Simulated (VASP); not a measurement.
A run of VASP 6.6.1 is set up as follows.

File INCAR:

```
SYSTEM = BP
ALGO = Normal ; EDIFF = 1E-7
ENCUT = 520 ; GGA = PE
ISIF = 2 ; ISMEAR = -1
LASPH = .True. ; LCHARG = .False.
LREAL = .False. ; LWAVE = .False.
NBANDS = 11 ; NELM = 80
PREC = Accurate ; SIGMA = 0.05
```

Contents of KPOINTS:

```
k-points
0
Gamma
  15 15 15
  0 0 0
```

The input POSCAR:

```
BP
1.0
    0.0000000000      2.2383340787      2.2383340787
    2.2383340787      0.0000000000      2.2383340787
    2.2383340787      2.2383340787      0.0000000000
B P
1 1
Direct
    0.0000000000      0.0000000000      0.0000000000
    0.7500000000      0.7500000000      0.7500000000
```

Potentials or basis: VASP PAW PBE potentials, release 64 (B, P).

Command:

```sh
$ cat potpaw_PBE.64/B/POTCAR potpaw_PBE.64/P/POTCAR > POTCAR
$ mpirun -np 1 vasp_std > vasp.out
```

(1) What does it give for the band gap on the k mesh?

(2) Estimate the pressure.

Results:

(1) 1.18 eV (least direct gap 3.46 eV).

(2) 8.2 GPa.

Caveat: the cell stands under pressure; an odd mesh through Γ misses points on the zone boundary, where band edges can lie.
